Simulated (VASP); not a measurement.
# BaTiO3 (Barioperovskite) (Amm2) in VASP: a series of runs

Runs on BaTiO3 (Barioperovskite). Level: PBE. Tasks: single point.

Program: VASP 6.6.1. These are calculated values, not measurements. Logs are shortened: lines on timing, memory, paths and dates and some standing lists are left out, and cuts for length are marked.

**1. The cell of the first run**

Symmetry: Amm2, No. 38, orthorhombic system. Conventional cell: a = 3.984 Å, b = 5.674 Å, c = 5.862 Å, α = 90.00°, β = 90.00°, γ = 90.00°. Ba (site symmetry mm2) has 12 O at 2.79 to 3.06 Å and 8 Ti at 3.47 to 3.62 Å within 3.7 Å. Ti (site symmetry mm2) has 6 O at 1.85 to 2.24 Å within 2.5 Å. Within 2.7 Å of O (site symmetry mm2) lie 2 Ti at 2.00 Å. O (site symmetry m) has 2 Ti at 1.85 to 2.24 Å within 2.5 Å.

**2. Single point, PBE (z stretched by +3 %, then relaxed in part)**

Contents of INCAR:

```
PREC = Accurate
ENCUT = 520
EDIFF = 1E-7
ISMEAR = -1
SIGMA = 0.02
LREAL = F
LASPH = T
NELM = 60
ALGO = Normal
ISIF = 2
LWAVE = F
LCHARG = F
GGA = PE
NBANDS = 28
```

Contents of KPOINTS:

```
regular mesh
0
Gamma
  8 8 8
```

Contents of POSCAR:

```
BaTiO3
1.0
    3.9841000000      0.0000000000      0.0000000000
    0.0000000000      2.8370500000      2.9311740000
    0.0000000000     -2.8370500000      2.9311740000
Ba Ti O
1 1 3
Direct
    0.0000000000      0.0109704131      0.0109704131
    0.5000000000      0.5265825393      0.5265825393
    0.0000000000      0.4885165948      0.4885165948
    0.5000000000      0.4912115703      0.9789388826
    0.5000000000      0.9789388826      0.4912115703
```

Potentials or basis: VASP PAW PBE potentials, release 64 (Ba_sv, Ti_sv, O).

Run with:

```bash
$ cat potpaw_PBE.64/Ba_sv/POTCAR potpaw_PBE.64/Ti_sv/POTCAR potpaw_PBE.64/O/POTCAR > POTCAR
$ mpirun -np 1 vasp_std > vasp.out
```

OUTCAR:

```text
PREC = Accurate
   ENCUT = 520
   EDIFF = 1E-7
   ISMEAR = -1
   LREAL = F
   LASPH = T
   NELM = 60
   ISIF = 2
   GGA = PE

 ion  position               nearest neighbor table
   1  0.000  0.011  0.011-   4 2.79   5 2.79   4 2.79   5 2.79   3 2.80   3 2.84   3 2.84   5 2.92
                             4 2.92   5 2.92   4 2.92   3 3.06   2 3.47   2 3.47   2 3.47   2 3.47
   2  0.500  0.527  0.527-   4 1.85   5 1.85   3 2.00   3 2.00   5 2.24   4 2.24   1 3.47   1 3.47
                             1 3.47   1 3.47   1 3.47   1 3.47   1 3.62   1 3.62
   3  0.000  0.489  0.489-   2 2.00   2 2.00   1 2.80   1 2.84   1 2.84   1 3.06
   4  0.500  0.491  0.979-   2 1.85   2 2.24   1 2.79   1 2.79   1 2.92   1 2.92
   5  0.500  0.979  0.491-   2 1.85   2 2.24   1 2.79   1 2.79   1 2.92   1 2.92

  LATTYP: Found a base centered orthorhombic cell.
 ALAT       =     5.6741000000
 B/A-ratio  =     1.0331767152
 C/A-ratio  =     0.7021554079

  Lattice vectors:

 A1 = (   0.0000000000,   2.8370500000,  -2.9311740000)
 A2 = (   0.0000000000,   2.8370500000,   2.9311740000)
 A3 = (   3.9841000000,   0.0000000000,   0.0000000000)

Analysis of symmetry for initial positions (statically):
=====================================================================
 Subroutine PRICEL returns:
 Original cell was already a primitive cell.

 Routine SETGRP: Setting up the symmetry group for a
 base centered orthorhombic supercell.

 Subroutine GETGRP returns: Found  4 space group operations
 (whereof  4 operations were pure point group operations)
 out of a pool of  8 trial point group operations.

The static configuration has the point symmetry C_2v.

Analysis of symmetry for dynamics (positions and initial velocities):
=====================================================================
 Subroutine PRICEL returns:
 Original cell was already a primitive cell.

 Routine SETGRP: Setting up the symmetry group for a
 base centered orthorhombic supercell.

 Subroutine GETGRP returns: Found  4 space group operations
 (whereof  4 operations were pure point group operations)
 out of a pool of  8 trial point group operations.

The dynamic configuration has the point symmetry C_2v.

 Subroutine INISYM returns: Found  4 space group operations
 (whereof  4 operations are pure point group operations),
 and found     1 'primitive' translations

----------------------------------------------------------------------------------------

                                     Primitive cell

  volume of cell :      66.2627

  direct lattice vectors                    reciprocal lattice vectors
[... 91 lines left out ...]
   ENCUT  =  520.0 eV  38.22 Ry    6.18 a.u.   7.41  7.58  7.58*2*pi/ulx,y,z
   NELM   =     60;   NELMIN=  2; NELMDL= -5     # of ELM steps
   EDIFF  = 0.1E-06   stopping-criterion for ELM
   LREAL  =      F    real-space projection
   EDIFFG = 0.1E-05   stopping-criterion for IOM
   NSW    =      0    number of steps for IOM
   IBRION =     -1    ionic relax: 0-MD 1-quasi-New 2-CG
   NFREE  =      0    steps in history (QN), initial steepest desc. (CG)
   ISIF   =      2    stress and relaxation
   ISYM   =      2    0-nonsym 1-usesym 2-fastsym
   POTIM  = 0.5000    time-step for ionic-motion
   TEBEG  =    0.0;   TEEND  =   0.0 temperature during run
   PSTRESS=    0.0 pullay stress
   NELECT =      40.0000    total number of electrons
   NUPDOWN=      -1.0000    fix difference up-down
   EMIN   =  10.00;   EMAX   =-10.00  energy-range for DOS
   EFERMI =   0.00;   METHOD = LEGACY
   ISMEAR =    -1;   SIGMA  =   0.02  broadening in eV -4-tet -1-fermi 0-gaus
   EFERMI_NEDOS =   21; number of points for ismear=-14 and -15
   IALGO  =     38    algorithm
   IMIX   =      4    mixing-type and parameters
     AMIX     =   0.40;   BMIX     =  1.00
     AMIX_MAG =   1.60;   BMIX_MAG =  1.00
  volume/ion in A,a.u.               =      13.25        89.43
  Fermi-wavevector in a.u.,A,eV,Ry     =   1.383583  2.614593 26.045659  1.914302
  Thomas-Fermi vector in A             =   2.508167
   LORBIT       =      0    0 simple, 1 ext, 2 COOP (PROOUT), +10 PAW based schemes
   GGA     = PE    functional components
   LHFCALC =     F    Hartree Fock is set to
   AEXX    =    0.0000 exact exchange contribution
   IVDW    =     0    specifies the selected vdW correction
   LEPSILON=     F    determine dielectric tensor
   LRPA    =     F    only Hartree local field effects (RPA)
 non-spin polarized calculation
  energy-cutoff  :      520.00
  volume of cell :       66.26
 maximum number of plane-waves:      1807
 NGX is ok and might be reduce to    30
   NGX = 15   NGY = 15   NGZ = 15

 number of electron      39.9999988 magnetization

 Free energy of the ion-electron system (eV)
  ---------------------------------------------------
  ext. energy  EPLUGINS =         0.00000000
  ---------------------------------------------------
  free energy    TOTEN  =       -40.03011002 eV

  energy without entropy =      -40.03011002  energy(sigma->0) =      -40.03011002

 E-fermi :   4.1491     XC(G=0): -11.0607

 val. band max:        3.5649457643   @ k =   0.5000   0.5000   0.5000
 cond. band min:       5.8496981821   @ k =   0.0000   0.0000   0.0000
 fundamental gap:      2.2847524178
 Fermi energy:         4.1490694696

 k-point     1 :       0.0000    0.0000    0.0000
  band No.  band energies     occupation
      1     -52.7981      2.00000
      2     -29.0877      2.00000
      3     -29.0685      2.00000
      4     -28.9964      2.00000
      5     -21.3643      2.00000
      6     -13.2284      2.00000
[... 733 lines left out ...]
     27      11.4601      0.00000
     28      12.8166      0.00000

 [... further k-points ...]
[... 5 lines left out ...]
  --------------------------------------------------------------------------------------
  -------------------------------------------------------------------------------------
  Total        0.8655533      2.3539611      0.1801750      0.0000000      0.0000000      0.0000000
  in kB       20.9283780     56.9168743      4.3564853      0.0000000      0.0000000      0.0000000
  external PRESSURE =      27.4005792 kB  Pullay stress =       0.0000000 kB

 VOLUME and BASIS-vectors are now :
 -----------------------------------------------------------------------------
  energy-cutoff  :      520.00
  volume of cell :       66.26
      direct lattice vectors                 reciprocal lattice vectors
     3.984100000  0.000000000  0.000000000     0.250997716  0.000000000  0.000000000
     0.000000000  2.837050000  2.931174000     0.000000000  0.176239404  0.170580116
     0.000000000 -2.837050000  2.931174000     0.000000000 -0.176239404  0.170580116

 POSITION                                       TOTAL-FORCE (eV/Angst)
 -----------------------------------------------------------------------------------
      0.00000      0.00000      0.06431         0.000000      0.000000     -0.044721
      1.99205      0.00000      3.08701         0.000000      0.000000     -0.090609
      0.00000      0.00000      2.86385         0.000000      0.000000      0.016313
      1.99205     -1.38371      4.30927         0.000000     -0.031537      0.059509
      1.99205      1.38371      4.30927         0.000000      0.031537      0.059509
 -----------------------------------------------------------------------------------
    total drift:                                0.000000      0.000000      0.000161

  FREE ENERGIE OF THE ION-ELECTRON SYSTEM (eV)
  ---------------------------------------------------
  free  energy   TOTEN  =       -40.0301100193 eV

  energy  without entropy=      -40.0301100193  energy(sigma->0) =      -40.03011002
```

It took 2.7 min on 1 thread of Intel Xeon 6975P-C, shared host; peak memory 0.31 GiB.

What came out:

```yaml
Free_energy: -40.0301 eV
Pressure: 2.7 GPa
Largest_force: 0.091 eV/Å
Band_gap_on_the_k_mesh: 2.28 eV, indirect (least direct gap 2.74 eV)
```

Forces in eV/Å, atoms in the order of the input:
```
Ba   0.000  0.000 -0.045
Ti   0.000  0.000 -0.091
O    0.000  0.000  0.016
O    0.000 -0.032  0.060
O    0.000  0.032  0.060
```

Levels at points of the mesh, in eV from the valence-band top:
```csv
k point,band 16,band 17,band 18,band 19,band 20,band 21,band 22,band 23,band 24,band 25
"(0.00, 0.00, 0.00)",-1.39,-1.06,-0.65,-0.61,-0.46,2.28,2.63,2.68,4.37,4.49
"(0.50, 0.00, 0.00)",-2.13,-1.59,-1.49,-1.38,-1.06,2.76,3.64,3.85,4.39,5.70
"(0.00, 0.50, 0.00)",-1.88,-1.79,-1.66,-1.01,-0.80,2.55,3.73,3.76,4.37,5.97
"(0.50, 0.50, 0.00)",-2.56,-1.67,-0.98,-0.94,-0.07,3.77,3.79,4.09,4.73,7.49
"(0.00, 0.50, 0.50)",-2.61,-1.59,-0.96,-0.79,-0.30,3.69,3.82,4.00,5.07,7.39
"(0.50, 0.50, 0.50)",-2.41,-2.40,-0.23,-0.01,0.00,4.19,4.24,4.35,6.18,6.57
```

Caveat: the cell differs from its parent crystal (z stretched by +3 %, then relaxed in part); spin-orbit coupling is left out, which moves the levels of the heavy elements.

**3. Single point, PBE (volume scaled by 1.04, then relaxed in part)**

Contents of INCAR:

```
SYSTEM = BaTiO3
PREC = Accurate
ENCUT = 520
EDIFF = 1E-7
ISMEAR = -1
SIGMA = 0.02
LREAL = .FALSE.
LASPH = .TRUE.
NELM = 100
ALGO = Normal
ISIF = 2
LWAVE = .FALSE.
LCHARG = .FALSE.
GGA = PE
NBANDS = 28
```

Contents of KPOINTS:

```
regular mesh
0
G
  8 8 8
  0 0 0
```

Contents of POSCAR:

```
BaTiO3
1.0
    4.0365283808      0.0000000000      0.0000000000
    0.0000000000      2.8743838866      2.8832490314
    0.0000000000     -2.8743838866      2.8832490314
Ba Ti O
1 1 3
Direct
    0.0000000000      0.0098108707      0.0098108707
    0.5000000000      0.5252571954      0.5252571954
    0.0000000000      0.4904725319      0.4904725319
    0.5000000000      0.4919368224      0.9787425797
    0.5000000000      0.9787425797      0.4919368224
```

Potentials or basis: VASP PAW PBE potentials, release 64 (Ba_sv, Ti_sv, O).

Run with:

```bash
$ cat potpaw_PBE.64/Ba_sv/POTCAR potpaw_PBE.64/Ti_sv/POTCAR potpaw_PBE.64/O/POTCAR > POTCAR
$ mpirun -np 1 vasp_std > vasp.out
```

Run time: 3 min. Hardware: 1 thread of Intel Xeon 6975P-C, shared host; peak memory 0.31 GiB.

The run converged. Its results:

- Free energy: -40.0450 eV
- Pressure: 0.8 GPa
- Largest force: 0.096 eV/Å
- Band gap on the k mesh: 2.25 eV, indirect (least direct gap 2.72 eV)

Forces on the atoms (eV/Å):
```
Ba   0.000  0.000 -0.039
Ti   0.000  0.000 -0.096
O    0.000  0.000  0.024
O    0.000 -0.028  0.056
O    0.000  0.028  0.056
```

Stress tensor (GPa, compression positive):
```
-1.08  0.00  0.00
 0.00  1.41  0.00
 0.00  0.00  2.17
```

Levels at points of the mesh, in eV from the valence-band top:
```tsv
k point	band 17	band 18	band 19	band 20	band 21	band 22	band 23	band 24
(0.00, 0.00, 0.00)	-1.12	-0.61	-0.56	-0.48	2.25	2.42	2.61	4.19
(0.50, 0.00, 0.00)	-1.54	-1.42	-1.28	-1.15	2.69	3.49	3.71	4.31
(0.00, 0.50, 0.00)	-1.77	-1.68	-0.98	-0.81	2.44	3.65	3.70	4.22
(0.50, 0.50, 0.00)	-1.71	-1.02	-0.97	-0.09	3.62	3.72	3.99	4.68
(0.00, 0.50, 0.50)	-1.62	-0.86	-0.79	-0.27	3.67	3.69	3.96	4.85
(0.50, 0.50, 0.50)	-2.39	-0.21	-0.03	0.00	4.08	4.19	4.27	6.26
```

Caveat: spin-orbit coupling is left out, which moves the levels of the heavy elements. A k mesh can miss the band edges.

**4. Single point, PBE (volume scaled by 1.06, then relaxed in part)**

Contents of INCAR:

```
PREC = Accurate ; ENCUT = 520
EDIFF = 1E-7 ; ISMEAR = -1
SIGMA = 0.02 ; LREAL = False
LASPH = True ; NELM = 80
ALGO = Normal ; ISIF = 2
LWAVE = False ; LCHARG = True
GGA = PE ; LELF = True
LVHAR = True ; NBANDS = 28
```

Contents of KPOINTS:

```
regular mesh
0
Gamma
  8 8 8
```

Contents of POSCAR:

```
BaTiO3
1.0
    4.0622394458      0.0000000000      0.0000000000
    0.0000000000      2.8926925578      2.9016141701
    0.0000000000     -2.8926925578      2.9016141701
Ba Ti O
1 1 3
Direct
    0.0000000000      0.0116995422      0.0116995422
    0.5000000000      0.5274046014      0.5274046014
    0.0000000000      0.4898239772      0.4898239772
    0.5000000000      0.4912526678      0.9760392115
    0.5000000000      0.9760392115      0.4912526678
```

Run with:

```bash
$ cat potpaw_PBE.64/Ba_sv/POTCAR potpaw_PBE.64/Ti_sv/POTCAR potpaw_PBE.64/O/POTCAR > POTCAR
$ mpirun -np 1 vasp_std > vasp.out
```

Run time: 2.7 min. Hardware: 1 thread of Intel Xeon 6975P-C, shared host; peak memory 0.32 GiB.

Results (log left out):

```yaml
Free_energy: -40.0414 eV
Pressure: -1.2 GPa
Largest_force: 0.107 eV/Å
Band_gap_on_the_k_mesh: 2.31 eV, indirect (least direct gap 2.82 eV)
```

Forces in eV/Å, atoms in the order of the input:
```
Ba   0.000  0.000 -0.051
Ti   0.000  0.000 -0.107
O    0.000  0.000  0.031
O    0.000 -0.024  0.064
O    0.000  0.024  0.064
```

Stress tensor (GPa, compression positive):
```
-3.58  0.00  0.00
 0.00 -0.51  0.00
 0.00  0.00  0.57
```

Levels at points of the mesh, in eV from the valence-band top:
| k point | band 16 | band 17 | band 18 | band 19 | band 20 | band 21 | band 22 | band 23 | band 24 | band 25 |
| --- | --- | --- | --- | --- | --- | --- | --- | --- | --- | --- |
| (0.00, 0.00, 0.00) | -1.43 | -1.14 | -0.68 | -0.60 | -0.52 | 2.31 | 2.48 | 2.70 | 4.16 | 4.39 |
| (0.50, 0.00, 0.00) | -2.12 | -1.48 | -1.35 | -1.35 | -1.22 | 2.77 | 3.43 | 3.68 | 4.31 | 5.46 |
| (0.00, 0.50, 0.00) | -1.92 | -1.74 | -1.66 | -1.02 | -0.82 | 2.49 | 3.63 | 3.68 | 4.20 | 5.75 |
| (0.50, 0.50, 0.00) | -2.44 | -1.72 | -1.05 | -0.99 | -0.09 | 3.57 | 3.71 | 3.95 | 4.60 | 7.19 |
| (0.00, 0.50, 0.50) | -2.63 | -1.61 | -0.85 | -0.77 | -0.30 | 3.65 | 3.67 | 3.92 | 4.77 | 7.23 |
| (0.50, 0.50, 0.50) | -2.46 | -2.39 | -0.24 | -0.04 | 0.00 | 4.00 | 4.13 | 4.22 | 6.14 | 6.29 |

Caveat: spin-orbit coupling is left out, which moves the levels of the heavy elements. A k mesh can miss the band edges.

**5. Overview**

```csv
cell,gap on the mesh (eV),pressure (GPa),largest force (eV/Å)
"a = 3.984, b = 4.079, c = 4.079 Å, angles 88.1, 90.0, 90.0°, 5 atoms",2.28,2.7,0.09
"a = 4.037, b = 4.071, c = 4.071 Å, angles 89.8, 90.0, 90.0°, 5 atoms",2.25,0.8,0.10
"a = 4.062, b = 4.097, c = 4.097 Å, angles 89.8, 90.0, 90.0°, 5 atoms",2.31,-1.2,0.11
```

Alike in all rows: task single point; level PBE; potentials or basis VASP PAW PBE potentials, release 64 (Ba_sv, Ti_sv, O); no spin polarisation; k mesh 8 × 8 × 8; cutoff (eV) 520; smearing fermi-dirac 0.02 eV.

Caveats: spin-orbit coupling is left out, which moves the levels of the heavy elements.

Absolute energies hang on the potentials; compare differences alone.
